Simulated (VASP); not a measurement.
Write the native input for VASP 6.6.1 that does the following.

```yaml
Task: single point
Functional: PBE
Potentials_or_basis: VASP PAW PBE potentials, release 64 (Os)
Cutoff: 520 eV
k_mesh: 18 × 18 × 18
Occupations: fermi-dirac, width 0.05 eV
Spin: non-collinear spin, zero start, spin-orbit coupling
Starting_moments: "[[0.0, 0.0, 0.0]] μB"
Dipole_correction: no
Further_INCAR_settings: ALGO = Normal; EDIFF = 1e-06; NBANDS = 19
```

The structure of Os lies in POSCAR:

```
Os
1.0
    0.0000000000      1.9287358341      1.9287358341
    1.9287358341      0.0000000000      1.9287358341
    1.9287358341      1.9287358341      0.0000000000
Os
1
Direct
    0.0000000000      0.0000000000      0.0000000000
```

This isn't the form of Os at room conditions, which is hcp.

The input as run:

INCAR

```
SYSTEM = Os
ALGO     = Normal         ! electronic algorithm
EDIFF    = 1E-6           ! SCF threshold, eV
ENCUT    = 520            ! plane-wave cutoff, eV
GGA      = PE             ! functional
GGA_COMPAT= .False.      
ISIF     = 2              ! what is computed and relaxed
ISMEAR   = -1             ! smearing method
LASPH    = .True.         ! aspherical terms in the spheres
LCHARG   = .False.        ! write CHGCAR
LMAXMIX  = 4              ! l up to which the mixer works
LNONCOLLINEAR= .True.         ! non-collinear magnetism
LORBIT   = 11             ! projections on sites
LORBMOM  = .True.       
LREAL    = .False.        ! projectors in reciprocal space
LSORBIT  = .True.         ! spin-orbit coupling
LWAVE    = .False.        ! write WAVECAR
MAGMOM   = 0 0 0          ! initial moments
NBANDS   = 19             ! bands
NELM     = 150            ! most SCF steps
PREC     = Accurate       ! precision mode
SIGMA    = 0.05           ! smearing width, eV
```

KPOINTS

```
k-points
0
Gamma
  18 18 18
  0 0 0
```

Potentials or basis: VASP PAW PBE potentials, release 64 (Os).

Run with:

```sh
$ cat potpaw_PBE.64/Os/POTCAR > POTCAR
$ mpirun -np 1 vasp_ncl > vasp.out
```

It gave:

The pressure is -0.1 GPa, the net moment is 0.00 μB per cell and the valence electrons inside the program's atomic spheres are Os 7.38.

Run time: 2.6 min on 1 thread of Intel Xeon 8259CL (shared host), peak memory 0.22 GiB.
